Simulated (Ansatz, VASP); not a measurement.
## One calculation of MgO, two programs

```xyz
10
Lattice="3.0079 0.0000 0.0000 -1.5040 2.6049 0.0000 0.0000 0.0000 26.0518" Properties=species:S:1:pos:R:3 pbc="T T T"
O     0.0000    1.7366    7.5000
O     0.0000    0.0000    9.9560
O     1.5040    0.8683   12.4119
O     0.0000    1.7366   14.8679
O     0.0000    0.0000   17.3238
Mg    1.5040    0.8683    8.7280
Mg    0.0000    1.7366   11.1839
Mg    0.0000    0.0000   13.6399
Mg    1.5040    0.8683   16.0959
Mg    0.0000    1.7366   18.5518
```

Alike in both runs: task single point; functional PBE; k mesh 9 × 9 × 1; occupations gaussian, width 0.05 eV; no spin polarisation.

|  | VASP | Ansatz |
| --- | --- | --- |
| version | VASP 6.6.1 | Ansatz 0.2.0 |
| potentials or method | VASP PAW PBE potentials, release 64 (O, Mg), cutoff 520 eV | scalar-relativistic, plane waves, PAW |
| valence electrons in the cell | 40 | 80 |

Ansatz gave:

| Item | Value |
| --- | --- |
| gap on the k mesh at the Fermi level (eV) | none |
| rms of the force components (eV/Å) | 0.486 |

Task: What did VASP give for the same quantities?

Result: gap on the k mesh at the Fermi level (eV): none; rms of the force components (eV/Å): 0.482.

A gap of «none» marks a metal or a gap that the smearing closes. VASP's potentials hold 40 valence electrons a cell and Ansatz's 80, so a difference there can come from the potentials and not from the codes. Ansatz's warnings: xc potential rough in thin density.
